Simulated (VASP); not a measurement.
# Ag (Im-3m) in VASP: single point with PBEsol

Aim: the single point of Ag with PBEsol.

Program: VASP 6.6.1. These are calculated values, not measurements. Logs are shortened: lines on timing, memory, paths and dates and some standing lists are left out, and cuts for length are marked.

**1. The cell of the first run**

The structure is cubic, space group Im-3m (No. 229). The conventional cell has a = 3.225 Å, b = 3.225 Å, c = 3.225 Å, α = 90.00°, β = 90.00°, γ = 90.00°. Ag (site symmetry m-3m) has 14 Ag at 2.79 to 3.23 Å within 3.7 Å.

This isn't the form of Ag at room conditions, which is fcc.

**2. Single point, PBEsol**

INCAR

```
SYSTEM = Ag
PREC = Accurate
ENCUT = 520
EDIFF = 1E-7
ISMEAR = 0
SIGMA = 0.15
LREAL = .FALSE.
LASPH = .TRUE.
NELM = 100
ALGO = Fast
ISIF = 2
LWAVE = .FALSE.
LCHARG = .FALSE.
GGA = PS
NBANDS = 54
```

KPOINTS

```
Automatic mesh
0
G
  8 8 8
  0 0 0
```

POSCAR

```
Ag
1.0
    3.2251146571     -3.2251146571      3.2251146571
   -3.2251146571      3.2251146571      3.2251146571
   -3.2251146571     -3.2251146571     -3.2251146571
Ag
8
Direct
    0.0000000000      0.0000000000      0.5000000000
    0.5000000000      0.0000000000      0.5000000000
    0.0000000000      0.5000000000      0.5000000000
    0.5000000000      0.5000000000      0.5000000000
    0.0000000000      0.0000000000      0.0000000000
    0.5000000000      0.0000000000      0.0000000000
    0.0000000000      0.5000000000      0.0000000000
    0.5000000000      0.5000000000      0.0000000000
```

Potentials or basis: VASP PAW PBE potentials, release 64 (Ag).

Started as:

```console
$ cat potpaw_PBE.64/Ag/POTCAR > POTCAR
$ mpirun -np 1 vasp_std > vasp.out
```

OUTCAR:

```text
SYSTEM = Ag
   PREC = Accurate
   ENCUT = 520
   EDIFF = 1E-7
   ISMEAR = 0
   LREAL = .FALSE.
   LASPH = .TRUE.
   NELM = 100
   ISIF = 2
   GGA = PS

 ion  position               nearest neighbor table
   1  0.000  0.000  0.500-   2 2.79   3 2.79   5 2.79   8 2.79   5 2.79   3 2.79   2 2.79   8 2.79
                             7 3.23   7 3.23   4 3.23   6 3.23   4 3.23   6 3.23
   2  0.500  0.000  0.500-   1 2.79   4 2.79   6 2.79   7 2.79   6 2.79   4 2.79   1 2.79   7 2.79
                             5 3.23   8 3.23   8 3.23   5 3.23   3 3.23   3 3.23
   3  0.000  0.500  0.500-   1 2.79   4 2.79   6 2.79   7 2.79   7 2.79   1 2.79   4 2.79   6 2.79
                             5 3.23   5 3.23   8 3.23   8 3.23   2 3.23   2 3.23
   4  0.500  0.500  0.500-   2 2.79   3 2.79   5 2.79   8 2.79   8 2.79   2 2.79   3 2.79   5 2.79
                             7 3.23   6 3.23   1 3.23   7 3.23   1 3.23   6 3.23
   5  0.000  0.000  0.000-   1 2.79   4 2.79   6 2.79   7 2.79   1 2.79   7 2.79   6 2.79   4 2.79
                             2 3.23   3 3.23   8 3.23   2 3.23   8 3.23   3 3.23
   6  0.500  0.000  0.000-   2 2.79   3 2.79   5 2.79   8 2.79   2 2.79   8 2.79   5 2.79   3 2.79
                             7 3.23   4 3.23   4 3.23   1 3.23   7 3.23   1 3.23
   7  0.000  0.500  0.000-   2 2.79   3 2.79   5 2.79   8 2.79   3 2.79   5 2.79   8 2.79   2 2.79
                             6 3.23   1 3.23   4 3.23   4 3.23   6 3.23   1 3.23
   8  0.500  0.500  0.000-   1 2.79   4 2.79   6 2.79   7 2.79   4 2.79   6 2.79   7 2.79   1 2.79
                             3 3.23   2 3.23   2 3.23   3 3.23   5 3.23   5 3.23

  LATTYP: Found a body centered cubic cell.
 ALAT       =     6.4502293142

  Lattice vectors:

 A1 = (   3.2251146571,  -3.2251146571,   3.2251146571)
 A2 = (  -3.2251146571,   3.2251146571,   3.2251146571)
 A3 = (  -3.2251146571,  -3.2251146571,  -3.2251146571)

Analysis of symmetry for initial positions (statically):
=====================================================================
 Subroutine PRICEL returns following result:

  LATTYP: Found a body centered cubic cell.
 ALAT       =     3.2251146571

  Lattice vectors:

 A1 = (   1.6125573286,  -1.6125573286,   1.6125573286)
 A2 = (  -1.6125573286,   1.6125573286,   1.6125573286)
 A3 = (  -1.6125573286,  -1.6125573286,  -1.6125573286)

   8 primitive cells build up your supercell.

 Routine SETGRP: Setting up the symmetry group for a
 body centered cubic supercell.

 Subroutine GETGRP returns: Found 48 space group operations
 (whereof 48 operations were pure point group operations)
 out of a pool of 48 trial point group operations.

The static configuration has the point symmetry O_h .

Analysis of symmetry for dynamics (positions and initial velocities):
=====================================================================
 Subroutine PRICEL returns following result:

  LATTYP: Found a body centered cubic cell.
 ALAT       =     3.2251146571

  Lattice vectors:

 A1 = (   1.6125573286,  -1.6125573286,   1.6125573286)
 A2 = (  -1.6125573286,   1.6125573286,   1.6125573286)
 A3 = (  -1.6125573286,  -1.6125573286,  -1.6125573286)

   8 primitive cells build up your supercell.

 Routine SETGRP: Setting up the symmetry group for a
 body centered cubic supercell.

 Subroutine GETGRP returns: Found 48 space group operations
 (whereof 48 operations were pure point group operations)
 out of a pool of 48 trial point group operations.

The dynamic configuration has the point symmetry O_h .

 Subroutine INISYM returns: Found 48 space group operations
 (whereof 48 operations are pure point group operations),
 and found     8 'primitive' translations

----------------------------------------------------------------------------------------

                                     Primitive cell

  volume of cell :      16.7728

  direct lattice vectors                    reciprocal lattice vectors
     1.612557329 -1.612557329  1.612557329     0.000000000 -0.310066496  0.310066496
    -1.612557329  1.612557329  1.612557329    -0.310066496  0.000000000  0.310066496
    -1.612557329 -1.612557329 -1.612557329    -0.310066496 -0.310066496  0.000000000

  length of vectors
     2.793031223  2.793031223  2.793031223     0.438500243  0.438500243  0.438500243

  position of ions in fractional coordinates (direct lattice)
     0.000000000  0.000000000  1.000000000

  ion indices of the primitive-cell ions
   primitive index   ion index
                 1           1

----------------------------------------------------------------------------------------

 KPOINTS: Automatic mesh

Automatic generation of k-mesh.
 Grid dimensions read from file:
 generate k-points for:    8    8    8

 Generating k-lattice:

  Cartesian coordinates                     Fractional coordinates (reciprocal lattice)
     0.000000000 -0.019379156  0.019379156     0.125000000  0.000000000  0.000000000
    -0.019379156  0.000000000  0.019379156     0.000000000  0.125000000  0.000000000
    -0.019379156 -0.019379156  0.000000000     0.000000000  0.000000000  0.125000000

  Length of vectors
     0.027406265  0.027406265  0.027406265

  Shift w.r.t. Gamma in fractional coordinates (k-lattice)
     0.000000000  0.000000000  0.000000000

 Subroutine IBZKPT returns following result:
 ===========================================

 Found     29 irreducible k-points:

 Following reciprocal coordinates:
            Coordinates               Weight
  0.000000  0.000000  0.000000      1.000000
  0.125000  0.000000  0.000000     12.000000
  0.250000  0.000000  0.000000     12.000000
  0.375000  0.000000  0.000000     12.000000
  0.500000  0.000000  0.000000      6.000000
  0.125000  0.125000  0.000000     24.000000
[... 16 lines left out ...]
 -0.250000  0.250000  0.250000      6.000000
 -0.375000  0.375000  0.250000     24.000000
 [... further k-points ...]
   k-points           NKPTS =     29   k-points in BZ     NKDIM =     29   number of bands    NBANDS=     54
   number of dos      NEDOS =    301   number of ions     NIONS =      8
   total plane-waves  NPLWV =  74088
   dimension x,y,z NGX =    42 NGY =   42 NGZ =   42
   dimension x,y,z NGXF=    84 NGYF=   84 NGZF=   84
   ions per type =               8
   NGX,Y,Z   is equivalent  to a cutoff of  12.50, 12.50, 12.50 a.u.
   NGXF,Y,Z  is equivalent  to a cutoff of  25.00, 25.00, 25.00 a.u.
 SYSTEM =  Ag
   PREC   = accura    normal or accurate (medium, high low for compatibility)
   ISTART =      0    job   : 0-new  1-cont  2-samecut
   ICHARG =      2    charge: 1-file 2-atom 10-const
   ISPIN  =      1    spin polarized calculation?
   LNONCOLLINEAR =      F non collinear calculations
   LSORBIT =      F    spin-orbit coupling
   LASPH  =      T    aspherical Exc in radial PAW
   ENCUT  =  520.0 eV  38.22 Ry    6.18 a.u.  10.39 10.39 10.39*2*pi/ulx,y,z
   NELM   =    100;   NELMIN=  2; NELMDL= -5     # of ELM steps
   EDIFF  = 0.1E-06   stopping-criterion for ELM
   LREAL  =      F    real-space projection
   EDIFFG = 0.1E-05   stopping-criterion for IOM
   NSW    =      0    number of steps for IOM
   IBRION =     -1    ionic relax: 0-MD 1-quasi-New 2-CG
   NFREE  =      0    steps in history (QN), initial steepest desc. (CG)
   ISIF   =      2    stress and relaxation
   ISYM   =      2    0-nonsym 1-usesym 2-fastsym
   POTIM  = 0.5000    time-step for ionic-motion
   TEBEG  =    0.0;   TEEND  =   0.0 temperature during run
   PSTRESS=    0.0 pullay stress
   NELECT =      88.0000    total number of electrons
   NUPDOWN=      -1.0000    fix difference up-down
   EMIN   =  10.00;   EMAX   =-10.00  energy-range for DOS
   EFERMI =   0.00;   METHOD = LEGACY
   ISMEAR =     0;   SIGMA  =   0.15  broadening in eV -4-tet -1-fermi 0-gaus
   EFERMI_NEDOS =   21; number of points for ismear=-14 and -15
   IALGO  =     68    algorithm
   IMIX   =      4    mixing-type and parameters
     AMIX     =   0.40;   BMIX     =  1.00
     AMIX_MAG =   1.60;   BMIX_MAG =  1.00
  volume/ion in A,a.u.               =      16.77       113.19
  Fermi-wavevector in a.u.,A,eV,Ry     =   1.422342  2.687836 27.525341  2.023056
  Thomas-Fermi vector in A             =   2.543056
   LORBIT       =      0    0 simple, 1 ext, 2 COOP (PROOUT), +10 PAW based schemes
   GGA     = PS    functional components
   LHFCALC =     F    Hartree Fock is set to
   AEXX    =    0.0000 exact exchange contribution
   IVDW    =     0    specifies the selected vdW correction
   LEPSILON=     F    determine dielectric tensor
   LRPA    =     F    only Hartree local field effects (RPA)
 non-spin polarized calculation
 RMM-DIIS sequential band-by-band and
 Gauss-broadening in eV      SIGMA  =   0.15
  energy-cutoff  :      520.00
  volume of cell :      134.18
 maximum number of plane-waves:      3631
 NGX is ok and might be reduce to    42
   NGX = 21   NGY = 21   NGZ = 21

 number of electron      87.9999951 magnetization

 Free energy of the ion-electron system (eV)
  ---------------------------------------------------
  ext. energy  EPLUGINS =         0.00000000
  ---------------------------------------------------
  free energy    TOTEN  =       -26.14001018 eV

  energy without entropy =      -26.09111523  energy(sigma->0) =      -26.11556271

 E-fermi :   8.4739     XC(G=0): -12.5105

 val. band max:        8.4604263246   @ k =   0.3750   0.1250   0.0000
 cond. band min:       8.5606001879   @ k =  -0.3750   0.3750   0.3750
 fundamental gap:      0.1001738633
 Fermi energy:         8.4739375172

 k-point     1 :       0.0000    0.0000    0.0000
  band No.  band energies     occupation
      1       0.5167      2.00000
      2       1.9542      2.00000
      3       1.9542      2.00000
      4       1.9542      2.00000
      5       1.9542      2.00000
      6       1.9542      2.00000
[... 46 lines left out ...]
     53      12.7087      0.00000
     54      15.3636      0.00000
[... 1309 lines left out ...]
     53      17.0558      0.00000
     54      17.5364      0.00000

 [... further k-points ...]

------------------------ aborting loop because EDIFF is reached ----------------------------------------

  FORCE on cell =-STRESS in cart. coord.  units (eV):
  Direction    XX          YY          ZZ          XY          YZ          ZX
  --------------------------------------------------------------------------------------
  -------------------------------------------------------------------------------------
  Total       -0.1613729     -0.1613729     -0.1613729      0.0000000      0.0000000      0.0000000
  in kB       -1.9268408     -1.9268408     -1.9268408      0.0000000      0.0000000      0.0000000
  external PRESSURE =      -1.9268408 kB  Pullay stress =       0.0000000 kB

 VOLUME and BASIS-vectors are now :
 -----------------------------------------------------------------------------
  energy-cutoff  :      520.00
  volume of cell :      134.18
      direct lattice vectors                 reciprocal lattice vectors
     3.225114657 -3.225114657  3.225114657     0.000000000 -0.155033248  0.155033248
    -3.225114657  3.225114657  3.225114657    -0.155033248  0.000000000  0.155033248
    -3.225114657 -3.225114657 -3.225114657    -0.155033248 -0.155033248  0.000000000

 POSITION                                       TOTAL-FORCE (eV/Angst)
 -----------------------------------------------------------------------------------
     -1.61256     -1.61256     -1.61256         0.000000     -0.000000     -0.000000
      0.00000     -3.22511      0.00000         0.000000      0.000000      0.000000
     -3.22511      0.00000      0.00000         0.000000     -0.000000     -0.000000
     -1.61256     -1.61256      1.61256         0.000000      0.000000      0.000000
      0.00000      0.00000      0.00000        -0.000000      0.000000     -0.000000
      1.61256     -1.61256      1.61256         0.000000      0.000000      0.000000
     -1.61256      1.61256      1.61256        -0.000000     -0.000000     -0.000000
      0.00000      0.00000      3.22511        -0.000000      0.000000     -0.000000
 -----------------------------------------------------------------------------------
    total drift:                                0.000000      0.000000      0.000000

  FREE ENERGIE OF THE ION-ELECTRON SYSTEM (eV)
  ---------------------------------------------------
  free  energy   TOTEN  =       -26.1400101778 eV

  energy  without entropy=      -26.0911152334  energy(sigma->0) =      -26.11556271
```

It took 7.3 min on 1 thread of Intel Xeon 8259CL, shared host; peak memory 0.33 GiB.

Results:

| Property | Result |
| --- | --- |
| Free energy | -26.1400 eV |
| Pressure | -0.2 GPa |
| Band gap on the k mesh | zero (bands 44 and 45 overlap by 2.64 eV) |

Caveat: the PAW data sets were made with another functional, which shifts forces and pressure a little.

The gap in the log of VASP goes by the Fermi energy; the results here count the filled bands.